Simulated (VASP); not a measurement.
# Ta2N in VASP: notebook

Runs on Ta2N. Level: PBE. Tasks: single point.

Program: VASP 6.6.1. These are calculated values, not measurements. Logs are shortened: lines on timing, memory, paths and dates and some standing lists are left out, and cuts for length are marked.

## (1) The cell of the first run

The typed cell holds 9 atoms: a = 5.297 Å, b = 5.297 Å, c = 4.939 Å, α = 90.00°, β = 90.00°, γ = 120.00°.

## (2) Single point, PBE

INCAR reads:

```
  ALGO = Normal
  EDIFF = 1E-6
  ENCUT = 520
  GGA = PE
  ISIF = 2
  ISMEAR = 0
  LASPH = T
  LCHARG = F
  LREAL = F
  LWAVE = F
  NBANDS = 50
  NELM = 100
  PREC = Accurate
  SIGMA = 0.05
```

KPOINTS reads:

```
k-points
0
Gamma
  6 6 6
```

POSCAR reads:

```
Ta2N
1.0
    5.2965720514      0.0000000000      0.0000000000
   -2.6482860257      4.5869659495      0.0000000000
    0.0000000000      0.0000000000      4.9391825701
Ta N
6 3
Direct
    0.6663616700      0.6663616700      0.7536182600
    0.0000000000      0.3336383300      0.7536182600
    0.3336383300      0.0000000000      0.7536182600
    0.3336383300      0.3336383300      0.2463817400
    0.0207840258      0.6924106737      0.2300160393
    0.6663616700      0.0000000000      0.2463817400
    0.6666666700      0.3333333300      0.5000000000
    0.3333333300      0.6666666700      0.5000000000
    0.0000000000      0.0000000000      0.0000000000
```

Potentials or basis: VASP PAW PBE potentials, release 64 (Ta_pv, N).

Launch:

```console
$ cat potpaw_PBE.64/Ta_pv/POTCAR potpaw_PBE.64/N/POTCAR > POTCAR
$ mpirun -np 1 vasp_std > vasp.out
```

OUTCAR:

```text
EDIFF = 1E-6
   ENCUT = 520
   GGA = PE
   ISIF = 2
   ISMEAR = 0
   LASPH = T
   LREAL = F
   NELM = 100
   PREC = Accurate

 ion  position               nearest neighbor table
   1  0.666  0.666  0.754-   9 2.15   8 2.16   7 2.16   5 2.97   4 3.00   6 3.01   2 3.06   2 3.06
                             3 3.06   3 3.06   3 3.06   2 3.06   4 3.06   6 3.07   5 3.16
   2  0.000  0.334  0.754-   9 2.15   7 2.16   8 2.16   5 2.99   4 3.01   6 3.01   1 3.06   1 3.06
                             3 3.06   3 3.06   3 3.06   1 3.06   4 3.07   6 3.07   5 3.18
   3  0.334  0.000  0.754-   9 2.15   8 2.16   7 2.16   5 2.87   6 3.00   4 3.01   2 3.06   1 3.06
                             1 3.06   2 3.06   2 3.06   1 3.06   6 3.06   5 3.06   4 3.07
   4  0.334  0.334  0.246-   9 2.15   7 2.16   8 2.16   5 2.94   1 3.00   2 3.01   3 3.01   6 3.06
                             6 3.06   6 3.06   1 3.06   2 3.07   3 3.07   5 3.08   5 3.15
   5  0.021  0.692  0.230-   9 2.03   8 2.18   7 2.31   3 2.87   4 2.94   6 2.96   1 2.97   2 2.99
                             6 3.04   3 3.06   4 3.08   4 3.15   1 3.16   6 3.18   2 3.18
   6  0.666  0.000  0.246-   9 2.15   7 2.16   8 2.16   5 2.96   3 3.00   2 3.01   1 3.01   5 3.04
                             4 3.06   4 3.06   4 3.06   3 3.06   2 3.07   1 3.07   5 3.18
   7  0.667  0.333  0.500-   2 2.16   6 2.16   3 2.16   4 2.16   1 2.16   5 2.31
   8  0.333  0.667  0.500-   3 2.16   2 2.16   6 2.16   1 2.16   4 2.16   5 2.18
   9  0.000  0.000  0.000-   5 2.03   3 2.15   6 2.15   4 2.15   2 2.15   1 2.15

  LATTYP: Found a hexagonal cell.
 ALAT       =     5.2965720514
 C/A-ratio  =     0.9325243803

  Lattice vectors:

 A1 = (   5.2965720514,   0.0000000000,   0.0000000000)
 A2 = (  -2.6482860257,   4.5869659495,   0.0000000000)
 A3 = (   0.0000000000,   0.0000000000,   4.9391825701)

Analysis of symmetry for initial positions (statically):
=====================================================================
 Subroutine PRICEL returns:
 Original cell was already a primitive cell.

 Routine SETGRP: Setting up the symmetry group for a
 hexagonal supercell.

 Subroutine GETGRP returns: Found  1 space group operations
 (whereof  1 operations were pure point group operations)
 out of a pool of 24 trial point group operations.

The static configuration has the point symmetry C_1 .

Analysis of symmetry for dynamics (positions and initial velocities):
=====================================================================
 Subroutine PRICEL returns:
 Original cell was already a primitive cell.

 Routine SETGRP: Setting up the symmetry group for a
 hexagonal supercell.

 Subroutine GETGRP returns: Found  1 space group operations
 (whereof  1 operations were pure point group operations)
 out of a pool of 24 trial point group operations.

The dynamic configuration has the point symmetry C_1 .

 Subroutine INISYM returns: Found  1 space group operations
 (whereof  1 operations are pure point group operations),
 and found     1 'primitive' translations

----------------------------------------------------------------------------------------

                                     Primitive cell

  volume of cell :     119.9984

  direct lattice vectors                    reciprocal lattice vectors
     5.296572051  0.000000000  0.000000000     0.188801359  0.109004515  0.000000000
    -2.648286026  4.586965949  0.000000000     0.000000000  0.218009031  0.000000000
     0.000000000  0.000000000  4.939182570     0.000000000  0.000000000  0.202462652

  length of vectors
     5.296572051  5.296572051  4.939182570     0.218009031  0.218009031  0.202462652

  position of ions in fractional coordinates (direct lattice)
     0.666361670  0.666361670  0.753618260
     0.000000000  0.333638330  0.753618260
     0.333638330  0.000000000  0.753618260
     0.333638330  0.333638330  0.246381740
     0.020784026  0.692410674  0.230016039
     0.666361670  0.000000000  0.246381740
     0.666666670  0.333333330  0.500000000
     0.333333330  0.666666670  0.500000000
     0.000000000  0.000000000  0.000000000

  ion indices of the primitive-cell ions
   primitive index   ion index
                 1           1
                 2           2
                 3           3
                 4           4
                 5           5
                 6           6
                 7           7
                 8           8
                 9           9

----------------------------------------------------------------------------------------

 KPOINTS: k-points

Automatic generation of k-mesh.
 Grid dimensions read from file:
 generate k-points for:    6    6    6

 Generating k-lattice:

  Cartesian coordinates                     Fractional coordinates (reciprocal lattice)
     0.031466893  0.018167419  0.000000000     0.166666667  0.000000000  0.000000000
     0.000000000  0.036334838  0.000000000     0.000000000  0.166666667  0.000000000
     0.000000000  0.000000000  0.033743775     0.000000000  0.000000000  0.166666667

  Length of vectors
     0.036334838  0.036334838  0.033743775

  Shift w.r.t. Gamma in fractional coordinates (k-lattice)
     0.000000000  0.000000000  0.000000000

 Subroutine IBZKPT returns following result:
 ===========================================

 Found    112 irreducible k-points:

 Following reciprocal coordinates:
            Coordinates               Weight
  0.000000  0.000000  0.000000      1.000000
  0.166667 -0.000000  0.000000      2.000000
  0.000000  0.166667  0.000000      2.000000
 -0.166667  0.166667  0.000000      2.000000
  0.333333 -0.000000  0.000000      2.000000
  0.000000  0.333333  0.000000      2.000000
[... 16 lines left out ...]
  0.000000  0.166667  0.166667      2.000000
 -0.166667  0.166667  0.166667      2.000000
 [... further k-points ...]
   k-points           NKPTS =    112   k-points in BZ     NKDIM =    112   number of bands    NBANDS=     50
   number of dos      NEDOS =    301   number of ions     NIONS =      9
   total plane-waves  NPLWV =  64000
   dimension x,y,z NGX =    40 NGY =   40 NGZ =   40
   dimension x,y,z NGXF=    80 NGYF=   80 NGZF=   80
   ions per type =               6   3
   NGX,Y,Z   is equivalent  to a cutoff of  12.55, 12.55, 13.46 a.u.
   NGXF,Y,Z  is equivalent  to a cutoff of  25.11, 25.11, 26.93 a.u.
 SYSTEM =  unknown system
   PREC   = accura    normal or accurate (medium, high low for compatibility)
   ISTART =      0    job   : 0-new  1-cont  2-samecut
   ICHARG =      2    charge: 1-file 2-atom 10-const
   ISPIN  =      1    spin polarized calculation?
   LNONCOLLINEAR =      F non collinear calculations
   LSORBIT =      F    spin-orbit coupling
   LASPH  =      T    aspherical Exc in radial PAW
   ENCUT  =  520.0 eV  38.22 Ry    6.18 a.u.   9.85  9.85  9.18*2*pi/ulx,y,z
   NELM   =    100;   NELMIN=  2; NELMDL= -5     # of ELM steps
   EDIFF  = 0.1E-05   stopping-criterion for ELM
   LREAL  =      F    real-space projection
   EDIFFG = 0.1E-04   stopping-criterion for IOM
   NSW    =      0    number of steps for IOM
   IBRION =     -1    ionic relax: 0-MD 1-quasi-New 2-CG
   NFREE  =      0    steps in history (QN), initial steepest desc. (CG)
   ISIF   =      2    stress and relaxation
   ISYM   =      2    0-nonsym 1-usesym 2-fastsym
   POTIM  = 0.5000    time-step for ionic-motion
   TEBEG  =    0.0;   TEEND  =   0.0 temperature during run
   PSTRESS=    0.0 pullay stress
   NELECT =      81.0000    total number of electrons
   NUPDOWN=      -1.0000    fix difference up-down
   EMIN   =  10.00;   EMAX   =-10.00  energy-range for DOS
   EFERMI =   0.00;   METHOD = LEGACY
   ISMEAR =     0;   SIGMA  =   0.05  broadening in eV -4-tet -1-fermi 0-gaus
   EFERMI_NEDOS =   21; number of points for ismear=-14 and -15
   IALGO  =     38    algorithm
   IMIX   =      4    mixing-type and parameters
     AMIX     =   0.40;   BMIX     =  1.00
     AMIX_MAG =   1.60;   BMIX_MAG =  1.00
  volume/ion in A,a.u.               =      13.33        89.98
  Fermi-wavevector in a.u.,A,eV,Ry     =   1.436078  2.713794 28.059565  2.062320
  Thomas-Fermi vector in A             =   2.555306
   LORBIT       =      0    0 simple, 1 ext, 2 COOP (PROOUT), +10 PAW based schemes
   GGA     = PE    functional components
   LHFCALC =     F    Hartree Fock is set to
   AEXX    =    0.0000 exact exchange contribution
   IVDW    =     0    specifies the selected vdW correction
   LEPSILON=     F    determine dielectric tensor
   LRPA    =     F    only Hartree local field effects (RPA)
 non-spin polarized calculation
 Gauss-broadening in eV      SIGMA  =   0.05
  energy-cutoff  :      520.00
  volume of cell :      120.00
 maximum number of plane-waves:      3264
   NGX = 19   NGY = 19   NGZ = 19

 number of electron      81.0000001 magnetization

 Free energy of the ion-electron system (eV)
  ---------------------------------------------------
  ext. energy  EPLUGINS =         0.00000000
  ---------------------------------------------------
  free energy    TOTEN  =      -103.91306429 eV

  energy without entropy =     -103.90864160  energy(sigma->0) =     -103.91085294

 E-fermi :   7.4498     XC(G=0): -12.9525

 val. band max:        7.4434703507   @ k =   0.0000   0.5000   0.3333
 cond. band min:       7.4575173125   @ k =   0.0000  -0.3333   0.1667
 fundamental gap:      0.0140469618
 Fermi energy:         7.4498103535

 k-point     1 :       0.0000    0.0000    0.0000
  band No.  band energies     occupation
      1     -28.2760      2.00000
      2     -27.8550      2.00000
      3     -27.7689      2.00000
      4     -27.7326      2.00000
      5     -27.6998      2.00000
      6     -27.6686      2.00000
[... 42 lines left out ...]
     49      10.5335      0.00000
     50      10.9071      0.00000
[... 1217 lines left out ...]
     49      10.4083      0.00000
     50      10.8137      0.00000

 [... further k-points ...]

------------------------ aborting loop because EDIFF is reached ----------------------------------------

  FORCE on cell =-STRESS in cart. coord.  units (eV):
  Direction    XX          YY          ZZ          XY          YZ          ZX
  --------------------------------------------------------------------------------------
  -------------------------------------------------------------------------------------
  Total        2.7609871      3.3933431      3.4642261     -0.0242376     -0.5126997      0.6794807
  in kB       36.8637478     45.3067458     46.2531519     -0.3236115     -6.8453893      9.0721922
  external PRESSURE =      42.8078818 kB  Pullay stress =       0.0000000 kB

 VOLUME and BASIS-vectors are now :
 -----------------------------------------------------------------------------
  energy-cutoff  :      520.00
  volume of cell :      120.00
      direct lattice vectors                 reciprocal lattice vectors
     5.296572051  0.000000000  0.000000000     0.188801359  0.109004515  0.000000000
    -2.648286026  4.586965949  0.000000000     0.000000000  0.218009031  0.000000000
     0.000000000  0.000000000  4.939182570     0.000000000  0.000000000  0.202462652

 POSITION                                       TOTAL-FORCE (eV/Angst)
 -----------------------------------------------------------------------------------
      1.76472      3.05658      3.72226         0.027130     -0.150051     -0.462743
     -0.88357      1.53039      3.72226         0.011110      0.102653     -0.358420
      1.76714      0.00000      3.72226         0.167544      0.110048     -0.512914
      0.88357      1.53039      1.21692         0.272260      0.609016      0.180991
     -1.72362      3.17606      1.13609        -0.213449     -2.477836      2.087285
      3.52943      0.00000      1.21692         0.007499      0.536959      0.147798
      2.64829      1.52899      2.46959         0.205412      0.400050     -0.369116
     -0.00000      3.05798      2.46959        -0.077271      0.070498     -0.070278
      0.00000      0.00000      0.00000        -0.400234      0.798664     -0.642602
 -----------------------------------------------------------------------------------
    total drift:                               -0.000006     -0.000047      0.000006

  FREE ENERGIE OF THE ION-ELECTRON SYSTEM (eV)
  ---------------------------------------------------
  free  energy   TOTEN  =      -103.9130642855 eV

  energy  without entropy=     -103.9086416021  energy(sigma->0) =     -103.91085294
```

It took 7.2 min on 1 thread of AMD EPYC 9R45 (Zen 5), shared host; peak memory 0.55 GiB.

Results:

```yaml
Free_energy: -103.9131 eV
Pressure: 4.3 GPa
Largest_force: 3.247 eV/Å
```

Forces on the atoms (eV/Å):
```
Ta   0.027 -0.150 -0.463
Ta   0.011  0.103 -0.358
Ta   0.168  0.110 -0.513
Ta   0.272  0.609  0.181
Ta  -0.213 -2.478  2.087
Ta   0.007  0.537  0.148
N    0.205  0.400 -0.369
N   -0.077  0.070 -0.070
N   -0.400  0.799 -0.643
```

Levels at points of the mesh, in eV from the Fermi level:
| k point | band 38 | band 39 | band 40 | band 41 | band 42 | band 43 | band 44 | band 45 |
| --- | --- | --- | --- | --- | --- | --- | --- | --- |
| (0.00, 0.00, 0.00) | -0.76 | -0.57 | -0.47 | -0.26 | -0.10 | 0.03 | 0.67 | 0.87 |
| (0.50, 0.00, 0.00) | -1.92 | -1.30 | 0.44 | 0.55 | 0.86 | 1.05 | 1.82 | 2.13 |
| (0.00, 0.50, 0.00) | -1.86 | -1.42 | 0.38 | 0.57 | 0.88 | 1.17 | 1.87 | 2.29 |
| (0.50, 0.50, 0.00) | -1.94 | -1.40 | 0.28 | 0.64 | 1.02 | 1.12 | 1.66 | 2.22 |
| (0.00, 0.00, 0.50) | -1.63 | -1.42 | -1.32 | -0.91 | 0.61 | 0.73 | 1.00 | 1.97 |
| (0.50, 0.00, 0.50) | -1.24 | -1.12 | -0.58 | -0.31 | 0.08 | 0.23 | 0.67 | 1.08 |
| (0.00, 0.50, 0.50) | -1.18 | -1.01 | -0.85 | -0.01 | 0.06 | 0.27 | 0.68 | 0.98 |
| (0.50, 0.50, 0.50) | -1.30 | -1.12 | -0.81 | -0.13 | 0.18 | 0.29 | 0.65 | 0.94 |

Caveat: spin-orbit coupling is left out, which moves the levels of the heavy elements; forces of over 1 eV/Å act on the atoms, so gaps and moduli don't describe the material at rest.

(Part 1 of 2 ends here.)
